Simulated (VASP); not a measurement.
The system is NaCl.

```
Na Cl
1.0
     0.00000    2.81000    2.81000
     2.81000    0.00000    2.81000
     2.81000    2.81000    0.00000
Na Cl
1 1
Direct
  0.00000 0.00000 0.03559
  0.50000 0.50000 0.50000
```

* Program: VASP 6.6.1
* Task: relaxation of the atoms
* Functional: PBEsol
* Potentials or basis: VASP PAW PBE potentials, release 64 (Na_pv, Cl)
* Cutoff: 520 eV
* k mesh: 5 × 5 × 5
* Occupations: gaussian, width 0.01 eV
* Spin: no spin polarisation

At the start: pressure -0.0 GPa; volume 22.19 Å³/atom.

Problem. Where does the relaxation end?

Solution. Over 5 steps the energy falls by 7.0 meV/atom; space group Fm-3m (No. 225, to 0.05 Å).

Step by step:
```csv
step,energy change (eV),largest force (eV/Å),pressure (GPa)
1,0.0000,0.1992,-0.01
2,-0.0036,0.1718,-0.06
3,-0.0111,0.0894,-0.17
4,-0.0122,0.0701,-0.19
5,-0.0139,0.0011,-0.23
```

Final structure:
```xyz
2
Lattice="0.0000 2.8100 2.8100 2.8100 0.0000 2.8100 2.8100 2.8100 0.0000" Properties=species:S:1:pos:R:3 pbc="T T T"
Na    0.0500    0.0500    0.0000
Cl    2.8600    2.8600    2.8100
```

Caveat: the PAW data sets were made with another functional, which shifts forces and pressure a little.
